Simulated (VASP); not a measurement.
# GaSb (I-4m2) in VASP: notebook

GaSb is run at these levels: PBEsol; tasks: single point.

All numbers are computed with VASP 6.6.1; they aren't measurements. Logs are shortened: lines on timing, memory, paths and dates and some standing lists are left out, and cuts for length are marked.

**1. The cell of the first run**

It takes space group I-4m2 (No. 119, tetragonal). The conventional cell has a = 4.326 Å, b = 4.326 Å, c = 6.302 Å, α = 90.00°, β = 90.00°, γ = 90.00°. Ga (site symmetry -4m2) has 4 Sb at 2.68 Å within 3.5 Å. Within 3.5 Å of Sb (site symmetry -4m2) lie 4 Ga at 2.68 Å.

**2. Single point, PBEsol (strain +0.0300 x Voigt [1, 0, 0, 0, 0, 0])**

INCAR

```
  PREC = Accurate
  ENCUT = 520
  EDIFF = 1E-6
  ISMEAR = 0
  SIGMA = 0.15
  LREAL = False
  LASPH = True
  NELM = 60
  ALGO = Normal
  ISIF = 2
  LWAVE = False
  LCHARG = False
  GGA = PS
  NBANDS = 16
```

KPOINTS

```
Automatic mesh
0
Gamma
  14 14 14
```

POSCAR

```
GaSb
1.0
    0.0000000000      3.0590000000      3.0590000000
    3.1507700000      0.0000000000      3.0590000000
    3.1507700000      3.0590000000      0.0000000000
Ga Sb
1 1
Direct
    0.0000000000      0.0000000000      0.0000000000
    0.7500000000      0.7500000000      0.7500000000
```

Potentials or basis: VASP PAW PBE potentials, release 64 (Ga_d, Sb).

Launch:

```console
cat potpaw_PBE.64/Ga_d/POTCAR potpaw_PBE.64/Sb/POTCAR > POTCAR
mpirun -np 1 vasp_std > vasp.out
```

OUTCAR:

```text
PREC = Accurate
   ENCUT = 520
   EDIFF = 1E-6
   ISMEAR = 0
   LREAL = False
   LASPH = True
   NELM = 60
   ISIF = 2
   GGA = PS

 ion  position               nearest neighbor table
   1  0.000  0.000  0.000-   2 2.68   2 2.68   2 2.68   2 2.68
   2  0.750  0.750  0.750-   1 2.68   1 2.68   1 2.68   1 2.68

  LATTYP: Found a body centered tetragonal cell.
 ALAT       =     4.3260792873
 C/A-ratio  =     1.4566399692

  Lattice vectors:

 A1 = (   3.1507700000,   0.0000000000,   3.0590000000)
 A2 = (   3.1507700000,   0.0000000000,  -3.0590000000)
 A3 = (  -3.1507700000,   3.0590000000,   0.0000000000)

Analysis of symmetry for initial positions (statically):
=====================================================================
 Subroutine PRICEL returns:
 Original cell was already a primitive cell.

 Routine SETGRP: Setting up the symmetry group for a
 body centered tetragonal supercell.

 Subroutine GETGRP returns: Found  8 space group operations
 (whereof  8 operations were pure point group operations)
 out of a pool of 16 trial point group operations.

The static configuration has the point symmetry D_2d.

Analysis of symmetry for dynamics (positions and initial velocities):
=====================================================================
 Subroutine PRICEL returns:
 Original cell was already a primitive cell.

 Routine SETGRP: Setting up the symmetry group for a
 body centered tetragonal supercell.

 Subroutine GETGRP returns: Found  8 space group operations
 (whereof  8 operations were pure point group operations)
 out of a pool of 16 trial point group operations.

The dynamic configuration has the point symmetry D_2d.

 Subroutine INISYM returns: Found  8 space group operations
 (whereof  8 operations are pure point group operations),
 and found     1 'primitive' translations

----------------------------------------------------------------------------------------

                                     Primitive cell

  volume of cell :      58.9665

  direct lattice vectors                    reciprocal lattice vectors
     0.000000000  3.059000000  3.059000000    -0.158691368  0.163452109  0.163452109
     3.150770000  0.000000000  3.059000000     0.158691368 -0.163452109  0.163452109
     3.150770000  3.059000000  0.000000000     0.158691368  0.163452109 -0.163452109

  length of vectors
     4.326079287  4.391449942  4.391449942     0.280385687  0.280385687  0.280385687

  position of ions in fractional coordinates (direct lattice)
[... 79 lines left out ...]
   EDIFF  = 0.1E-05   stopping-criterion for ELM
   LREAL  =      F    real-space projection
   EDIFFG = 0.1E-04   stopping-criterion for IOM
   NSW    =      0    number of steps for IOM
   IBRION =     -1    ionic relax: 0-MD 1-quasi-New 2-CG
   NFREE  =      0    steps in history (QN), initial steepest desc. (CG)
   ISIF   =      2    stress and relaxation
   ISYM   =      2    0-nonsym 1-usesym 2-fastsym
   POTIM  = 0.5000    time-step for ionic-motion
   TEBEG  =    0.0;   TEEND  =   0.0 temperature during run
   PSTRESS=    0.0 pullay stress
   NELECT =      18.0000    total number of electrons
   NUPDOWN=      -1.0000    fix difference up-down
   EMIN   =  10.00;   EMAX   =-10.00  energy-range for DOS
   EFERMI =   0.00;   METHOD = LEGACY
   ISMEAR =     0;   SIGMA  =   0.15  broadening in eV -4-tet -1-fermi 0-gaus
   EFERMI_NEDOS =   21; number of points for ismear=-14 and -15
   IALGO  =     38    algorithm
   IMIX   =      4    mixing-type and parameters
     AMIX     =   0.40;   BMIX     =  1.00
     AMIX_MAG =   1.60;   BMIX_MAG =  1.00
  volume/ion in A,a.u.               =      29.48       198.96
  Fermi-wavevector in a.u.,A,eV,Ry     =   1.102293  2.083032 16.531762  1.215050
  Thomas-Fermi vector in A             =   2.238734
   LORBIT       =      0    0 simple, 1 ext, 2 COOP (PROOUT), +10 PAW based schemes
   GGA     = PS    functional components
   LHFCALC =     F    Hartree Fock is set to
   AEXX    =    0.0000 exact exchange contribution
   IVDW    =     0    specifies the selected vdW correction
   LEPSILON=     F    determine dielectric tensor
   LRPA    =     F    only Hartree local field effects (RPA)
 non-spin polarized calculation
 Gauss-broadening in eV      SIGMA  =   0.15
  energy-cutoff  :      520.00
  volume of cell :       58.97
 maximum number of plane-waves:      1614
   NGX = 17   NGY = 17   NGZ = 17

 number of electron      17.9999998 magnetization

 Free energy of the ion-electron system (eV)
  ---------------------------------------------------
  ext. energy  EPLUGINS =         0.00000000
  ---------------------------------------------------
  free energy    TOTEN  =        -8.14231144 eV

  energy without entropy =       -8.14198726  energy(sigma->0) =       -8.14214935

 E-fermi :   4.5586     XC(G=0):  -9.1403

 val. band max:        4.4908704360   @ k =   0.0000   0.0000   0.0000
 cond. band min:       4.7100099304   @ k =   0.5000   0.0000   0.0000
 fundamental gap:      0.2191394944
 Fermi energy:         4.5585667749

 k-point     1 :       0.0000    0.0000    0.0000
  band No.  band energies     occupation
      1     -10.5096      2.00000
      2     -10.5056      2.00000
      3     -10.5056      2.00000
      4     -10.4629      2.00000
      5     -10.4595      2.00000
      6      -6.8669      2.00000
[... 433 lines left out ...]
      3     -10.4979      2.00000
      4     -10.4656      2.00000
      5     -10.4585      2.00000
      6      -6.1432      2.00000
[... 8 lines left out ...]
     15      12.6082      0.00000
     16      13.1128      0.00000

 [... further k-points ...]

------------------------ aborting loop because EDIFF is reached ----------------------------------------

  FORCE on cell =-STRESS in cart. coord.  units (eV):
  Direction    XX          YY          ZZ          XY          YZ          ZX
  --------------------------------------------------------------------------------------
  -------------------------------------------------------------------------------------
  Total       -0.8773739     -0.3817914     -0.3817914      0.0000000      0.0000000      0.0000000
  in kB      -23.8390895    -10.3736384    -10.3736384      0.0000000      0.0000000      0.0000000
  external PRESSURE =     -14.8621221 kB  Pullay stress =       0.0000000 kB

 VOLUME and BASIS-vectors are now :
 -----------------------------------------------------------------------------
  energy-cutoff  :      520.00
  volume of cell :       58.97
      direct lattice vectors                 reciprocal lattice vectors
     0.000000000  3.059000000  3.059000000    -0.158691368  0.163452109  0.163452109
     3.150770000  0.000000000  3.059000000     0.158691368 -0.163452109  0.163452109
     3.150770000  3.059000000  0.000000000     0.158691368  0.163452109 -0.163452109

 POSITION                                       TOTAL-FORCE (eV/Angst)
 -----------------------------------------------------------------------------------
      0.00000      0.00000      0.00000         0.000000     -0.000000     -0.000000
      4.72616      4.58850      4.58850         0.000000      0.000000      0.000000
 -----------------------------------------------------------------------------------
    total drift:                                0.000004     -0.000001     -0.000001

  FREE ENERGIE OF THE ION-ELECTRON SYSTEM (eV)
  ---------------------------------------------------
  free  energy   TOTEN  =        -8.1423114362 eV

  energy  without entropy=       -8.1419872594  energy(sigma->0) =       -8.14214935
```

stdout:

```text
POSCAR found type information on POSCAR GaSb
 POSCAR found :  2 types and       2 ions
 scaLAPACK will be used
 -----------------------------------------------------------------------------
|                                                                             |
|                                                                             |
|     You enforced a specific xc type in the INCAR file but a different       |
|     I HOPE YOU KNOW WHAT YOU ARE DOING!                                     |
|                                                                             |
 -----------------------------------------------------------------------------

 LDA part: xc-table for (Slater+PW92), standard interpolation
 POSCAR, INCAR and KPOINTS ok, starting setup
 FFT: planning ... GRIDC
 FFT: planning ... GRID_SOFT
 FFT: planning ... GRID
 WAVECAR not read
 entering main loop
```

Run time: 5 min. Hardware: 1 thread of Intel Xeon 8259CL, shared host; peak memory 0.38 GiB.

Results:

- Free energy: -8.1423 eV
- Pressure: -1.5 GPa
- Band gap on the k mesh: zero (filled and empty bands touch)

Caveat: the cell differs from its parent crystal (strain +0.0300 x Voigt [1, 0, 0, 0, 0, 0]); semilocal functionals underestimate gaps, and a narrow one can read as zero; the PAW data sets were made with another functional, which shifts forces and pressure a little; spin-orbit coupling is left out, which moves the levels of the heavy elements.

**3. Single point, PBEsol (strain +0.0450 x Voigt [1, 0, 0, 0, 0, 0])**

INCAR

```
PREC = Accurate
ENCUT = 520
EDIFF = 1E-6
ISMEAR = 0
SIGMA = 0.15
LREAL = False
LASPH = True
NELM = 60
ALGO = Normal
ISIF = 2
LWAVE = False
LCHARG = True
GGA = PS
LELF = True
LVHAR = True
NBANDS = 16
```

KPOINTS

```
regular mesh
0
Gamma
  14 14 14
```

POSCAR

```
GaSb
1.0
    0.0000000000      3.0590000000      3.0590000000
    3.1966550000      0.0000000000      3.0590000000
    3.1966550000      3.0590000000      0.0000000000
Ga Sb
1 1
Direct
    0.0000000000      0.0000000000      0.0000000000
    0.7500000000      0.7500000000      0.7500000000
```

Potentials or basis: VASP PAW PBE potentials, release 64 (Ga_d, Sb).

Launch:

```console
cat potpaw_PBE.64/Ga_d/POTCAR potpaw_PBE.64/Sb/POTCAR > POTCAR
mpirun -np 1 vasp_std > vasp.out
```

Wall time 5.4 min (1 thread of Intel Xeon 8259CL, shared host); peak memory 0.38 GiB.

It converged, with:

| Item | Value |
| --- | --- |
| Free energy | -8.1266 eV |
| Pressure | -2.1 GPa |
| Band gap on the k mesh | zero (filled and empty bands touch) |

Stress tensor (GPa, compression positive):
```
-3.46  0.00  0.00
 0.00 -1.43  0.00
 0.00  0.00 -1.43
```

Levels at points of the mesh, in eV from the Fermi level:
```csv
k point,band 6,band 7,band 8,band 9,band 10,band 11,band 12,band 13
"(0.00, 0.00, 0.00)",-11.33,-0.46,-0.30,-0.04,-0.04,2.61,2.61,2.73
"(0.50, 0.00, 0.00)",-9.81,-6.31,-1.38,-1.05,0.11,3.50,3.70,6.23
"(0.50, 0.50, 0.00)",-9.00,-6.70,-2.66,-2.62,0.65,1.03,8.15,8.19
"(0.00, 0.50, 0.50)",-9.15,-6.89,-2.39,-2.39,0.97,1.29,8.21,8.21
```

Caveat: the cell differs from its parent crystal (strain +0.0450 x Voigt [1, 0, 0, 0, 0, 0]); semilocal functionals underestimate gaps, and a narrow one can read as zero; the PAW data sets were made with another functional, which shifts forces and pressure a little; spin-orbit coupling is left out, which moves the levels of the heavy elements.

**4. Single point, PBEsol (strain +0.0525 x Voigt [1, 0, 0, 0, 0, 0])**

INCAR

```
ALGO     = Normal         # electronic algorithm
EDIFF    = 1E-6           # SCF threshold, eV
ENCUT    = 520            # plane-wave cutoff, eV
GGA      = PS             # functional
ISIF     = 2              # what is computed and relaxed
ISMEAR   = 0              # smearing method
LASPH    = True           # aspherical terms in the spheres
LCHARG   = True           # write CHGCAR
LELF     = True           # ELF
LREAL    = False          # projectors in reciprocal space
LVHAR    = True         
LWAVE    = False          # write WAVECAR
NBANDS   = 16             # bands
NELM     = 80             # most SCF steps
PREC     = Accurate       # precision mode
SIGMA    = 0.15           # smearing width, eV
```

KPOINTS

```
k-points
0
Gamma
  14 14 14
```

POSCAR

```
GaSb
1.0
    0.0000000000      3.0590000000      3.0590000000
    3.2195975000      0.0000000000      3.0590000000
    3.2195975000      3.0590000000      0.0000000000
Ga Sb
1 1
Direct
    0.0000000000      0.0000000000      0.0000000000
    0.7500000000      0.7500000000      0.7500000000
```

Potentials or basis: VASP PAW PBE potentials, release 64 (Ga_d, Sb).

Launch:

```console
cat potpaw_PBE.64/Ga_d/POTCAR potpaw_PBE.64/Sb/POTCAR > POTCAR
mpirun -np 1 vasp_std > vasp.out
```

OUTCAR:

```text
EDIFF = 1E-6
   ENCUT = 520
   GGA = PS
   ISIF = 2
   ISMEAR = 0
   LASPH = True
   LREAL = False
   NELM = 80
   PREC = Accurate

 ion  position               nearest neighbor table
   1  0.000  0.000  0.000-   2 2.70   2 2.70   2 2.70   2 2.70
   2  0.750  0.750  0.750-   1 2.70   1 2.70   1 2.70   1 2.70

  LATTYP: Found a body centered tetragonal cell.
 ALAT       =     4.3260792873
 C/A-ratio  =     1.4884597744

  Lattice vectors:

 A1 = (   3.2195975000,   0.0000000000,   3.0590000000)
 A2 = (   3.2195975000,   0.0000000000,  -3.0590000000)
 A3 = (  -3.2195975000,   3.0590000000,   0.0000000000)

Analysis of symmetry for initial positions (statically):
=====================================================================
 Subroutine PRICEL returns:
 Original cell was already a primitive cell.

 Routine SETGRP: Setting up the symmetry group for a
 body centered tetragonal supercell.

 Subroutine GETGRP returns: Found  8 space group operations
 (whereof  8 operations were pure point group operations)
 out of a pool of 16 trial point group operations.

The static configuration has the point symmetry D_2d.
[... 160 lines left out ...]

 E-fermi :   4.3523     XC(G=0):  -9.0494

 val. band max:        4.3231748249   @ k =   0.0000   0.0000   0.0000
 cond. band min:       4.4373249737   @ k =   0.5000   0.0000   0.0000
 fundamental gap:      0.1141501488
 Fermi energy:         4.3523269749

 k-point     1 :       0.0000    0.0000    0.0000
  band No.  band energies     occupation
      1     -10.6848      2.00000
      2     -10.6779      2.00000
      3     -10.6779      2.00000
      4     -10.6408      2.00000
      5     -10.6346      2.00000
      6      -6.9317      2.00000
[... 433 lines left out ...]
      3     -10.6712      2.00000
      4     -10.6433      2.00000
      5     -10.6336      2.00000
      6      -6.2229      2.00000
[... 8 lines left out ...]
     15      12.3391      0.00000
     16      12.8476      0.00000

 [... further k-points ...]

------------------------ aborting loop because EDIFF is reached ----------------------------------------

  FORCE on cell =-STRESS in cart. coord.  units (eV):
  Direction    XX          YY          ZZ          XY          YZ          ZX
  --------------------------------------------------------------------------------------
  -------------------------------------------------------------------------------------
  Total       -1.4946639     -0.6039402     -0.6039402      0.0000000      0.0000000      0.0000000
  in kB      -39.7432690    -16.0588340    -16.0588340      0.0000000      0.0000000      0.0000000
  external PRESSURE =     -23.9536457 kB  Pullay stress =       0.0000000 kB

 VOLUME and BASIS-vectors are now :
 -----------------------------------------------------------------------------
  energy-cutoff  :      520.00
  volume of cell :       60.25
      direct lattice vectors                 reciprocal lattice vectors
     0.000000000  3.059000000  3.059000000    -0.155298915  0.163452109  0.163452109
     3.219597500  0.000000000  3.059000000     0.155298915 -0.163452109  0.163452109
     3.219597500  3.059000000  0.000000000     0.155298915  0.163452109 -0.163452109

 POSITION                                       TOTAL-FORCE (eV/Angst)
 -----------------------------------------------------------------------------------
      0.00000      0.00000      0.00000        -0.000000     -0.000000     -0.000000
      4.82940      4.58850      4.58850         0.000000      0.000000      0.000000
 -----------------------------------------------------------------------------------
    total drift:                                0.000003     -0.000003     -0.000003

  FREE ENERGIE OF THE ION-ELECTRON SYSTEM (eV)
  ---------------------------------------------------
  free  energy   TOTEN  =        -8.1166713901 eV

  energy  without entropy=       -8.1160943429  energy(sigma->0) =       -8.11638287
```

stdout:

```text
POSCAR found type information on POSCAR GaSb
 POSCAR found :  2 types and       2 ions
 scaLAPACK will be used
 -----------------------------------------------------------------------------
|                                                                             |
|                                                                             |
|     You enforced a specific xc type in the INCAR file but a different       |
|     I HOPE YOU KNOW WHAT YOU ARE DOING!                                     |
|                                                                             |
 -----------------------------------------------------------------------------

 LDA part: xc-table for (Slater+PW92), standard interpolation
 POSCAR, INCAR and KPOINTS ok, starting setup
 FFT: planning ... GRIDC
 FFT: planning ... GRID_SOFT
 FFT: planning ... GRID
 WAVECAR not read
 entering main loop
```

Wall time 5.2 min (1 thread of Intel Xeon 8259CL, shared host); peak memory 0.38 GiB.

Results:

| Property | Result |
| --- | --- |
| Free energy | -8.1167 eV |
| Pressure | -2.4 GPa |
| Band gap on the k mesh | zero (filled and empty bands touch) |

Levels at points of the mesh, in eV from the Fermi level:
```
           k point  band 6  band 7  band 8  band 9  band 10  band 11  band 12  band 13
(0.00, 0.00, 0.00)  -11.28   -0.51   -0.33   -0.03    -0.03     2.61     2.61     2.75
(0.50, 0.00, 0.00)   -9.78   -6.28   -1.40   -1.01     0.08     3.50     3.72     6.24
(0.50, 0.50, 0.00)   -8.97   -6.65   -2.65   -2.61     0.64     1.03     8.07     8.12
(0.00, 0.50, 0.50)   -9.14   -6.87   -2.34   -2.34     1.01     1.33     8.16     8.16
```

Caveat: the cell differs from its parent crystal (strain +0.0525 x Voigt [1, 0, 0, 0, 0, 0]); semilocal functionals underestimate gaps, and a narrow one can read as zero; the PAW data sets were made with another functional, which shifts forces and pressure a little; spin-orbit coupling is left out, which moves the levels of the heavy elements.

**5. The runs side by side**

```tsv
cell	gap on the mesh (eV)	pressure (GPa)
a = 4.326, b = 4.391, c = 4.391 Å, angles 59.0, 60.5, 60.5°, 2 atoms	none	-1.5
a = 4.326, b = 4.424, c = 4.424 Å, angles 58.5, 60.7, 60.7°, 2 atoms	none	-2.1
a = 4.326, b = 4.441, c = 4.441 Å, angles 58.3, 60.9, 60.9°, 2 atoms	none	-2.4
```

Alike in all rows: task single point; level PBEsol; potentials or basis VASP PAW PBE potentials, release 64 (Ga_d, Sb); no spin polarisation; k mesh 14 × 14 × 14; cutoff (eV) 520; smearing gaussian 0.15 eV.

Caveats: semilocal functionals underestimate gaps, and a narrow one can read as zero; the PAW data sets were made with another functional, which shifts forces and pressure a little; spin-orbit coupling is left out, which moves the levels of the heavy elements.

Total energies depend on the potentials used, so only differences within one code and one set of settings carry meaning.

The gap in the log of VASP goes by the Fermi energy; the results here count the filled bands.